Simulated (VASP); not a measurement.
# ZrSi7: relaxation of cell and atoms with PBE

ZrSi7:

```xyz
8
Lattice="6.0132 0.0000 0.0000 -3.0066 5.2076 0.0000 0.0000 0.0000 4.7929" Properties=species:S:1:pos:R:3 pbc="T T T"
Zr    0.0000    0.0000    0.0000
Si    0.0000    5.2037    0.0000
Si    1.4999    2.6057    0.0000
Si   -1.4999    2.6057    0.0000
Si    1.5300    0.8833    2.3965
Si    4.4832    0.8833    2.3965
Si    3.0066    3.4409    2.3965
Si    0.0000    3.4717    2.3965
```

```json
{
  "Program": "VASP 6.6.1",
  "Task": "relaxation of cell and atoms",
  "Functional": "PBE",
  "Potentials or basis": "VASP PAW PBE potentials, release 64 (Zr_sv, Si)",
  "Cutoff": "600 eV",
  "k mesh": "3 × 3 × 4",
  "Occupations": "gaussian, width 0.2 eV",
  "Spin": "no spin polarisation",
  "Dipole correction": "no",
  "Further INCAR settings": "ALGO = Normal; EDIFF = 1e-06; IBRION = 2; EDIFFG = -0.08; NSW = 36; ISIF = 3"
}
```

```
Relaxed volume                         : 15.86 Å³/atom
Relaxed cell                           : a = 5.304 Å, b = 5.304 Å, c = 5.207 Å, α = 90.00°, β = 90.00°, γ = 120.00°
Space group after relaxing (to 0.05 Å) : P-6m2 (No. 187)
Energy gained by relaxing              : 218.9 meV/atom
Ionic steps                            : 24
Pressure after relaxing                : 0.0 GPa
Largest force after relaxing           : 0.019 eV/Å
Band gap on the k mesh                 : zero (band 20 reaches 10.51 eV, above the bottom of band 21 at 9.09 eV)
```

Forces in eV/Å, atoms in the order of the input:
```
Zr   0.000  0.000  0.000
Si   0.000  0.016  0.000
Si   0.014 -0.008  0.000
Si  -0.014 -0.008  0.000
Si  -0.017 -0.010  0.000
Si   0.017 -0.010  0.000
Si   0.000  0.019  0.000
Si   0.000  0.000  0.000
```

Stress tensor (GPa, compression positive):
```
 0.05  0.00  0.00
 0.00  0.05  0.00
 0.00  0.00 -0.05
```

Step by step:
| step | energy change (eV) | largest force (eV/Å) | pressure (GPa) | volume (Å³) |
| --- | --- | --- | --- | --- |
| 1 | 0.0000 | 0.5649 | -12.42 | 150.08 |
| 2 | -1.3123 | 0.5795 | 2.94 | 120.62 |
| 3 | -1.3266 | 0.5940 | 0.99 | 122.90 |
| 4 | -1.4513 | 0.5809 | 1.12 | 122.89 |
| 5 | -1.5080 | 0.3734 | 1.90 | 122.79 |
| 6 | -1.5523 | 0.2599 | -0.92 | 126.80 |
| 7 | -1.5524 | 0.2561 | -1.00 | 126.95 |
| 8 | -1.5723 | 0.1432 | -0.12 | 126.24 |
| 9 | -1.5744 | 0.1926 | 0.30 | 125.93 |
| 10 | -1.5967 | 0.2015 | 0.35 | 126.17 |
| 11 | -1.6377 | 0.3801 | 0.76 | 126.62 |
| 12 | -1.6338 | 0.5155 | 1.09 | 126.77 |
| 13 | -1.6386 | 0.4178 | 0.85 | 126.67 |
| 14 | -1.6499 | 0.4470 | 0.58 | 127.17 |
| 15 | -1.6555 | 0.5136 | 0.27 | 127.91 |
| 16 | -1.6729 | 0.4455 | -0.18 | 128.23 |
| 17 | -1.7076 | 0.2721 | -1.35 | 129.20 |
| 18 | -1.7073 | 0.1749 | -3.02 | 131.16 |
| 19 | -1.7186 | 0.1262 | -2.30 | 130.18 |
| 20 | -1.7357 | 0.0953 | -1.59 | 129.18 |
| 21 | -1.7461 | 0.1257 | -0.50 | 127.77 |
| 22 | -1.7461 | 0.1300 | -0.41 | 127.67 |
| 23 | -1.7487 | 0.0933 | -0.27 | 127.39 |
| 24 | -1.7510 | 0.0194 | 0.02 | 126.87 |

Final structure:
```
Zr Si
1.0
     5.30397    0.00000    0.00000
    -2.65198    4.59337    0.00000
     0.00000    0.00000    5.20740
Zr Si
1 7
Direct
  0.00000 0.00000 0.00000
  0.49660 0.99320 0.00000
  0.49660 0.50340 0.00000
  0.00680 0.50340 0.00000
  0.32637 0.16318 0.50000
  0.83682 0.16318 0.50000
  0.83682 0.67363 0.50000
  0.33333 0.66667 0.50000
```

Levels at points of the mesh, in eV from the Fermi level:
```csv
k point,band 15,band 16,band 17,band 18,band 19,band 20,band 21,band 22,band 23,band 24
"(0.00, 0.00, 0.00)",-3.62,-3.23,-2.07,-2.07,-1.65,-1.65,-0.69,-0.69,-0.38,1.70
"(0.00, 0.00, 0.50)",-5.45,-3.53,-3.53,-3.21,-1.09,0.73,1.51,1.51,2.33,2.55
```

It took 18 min on 1 thread of AMD EPYC 7R43 64-Core Processor (Zen 3), on a shared host, peak memory 0.27 GiB.

Caveat: the k points lie up to 0.46 Å⁻¹ apart in the final cell; the volume moved by over 15 % at a fixed basis, so the end points are rough; the relaxation stopped at a loose force limit of 0.08 eV/Å, so its end isn't a converged minimum.
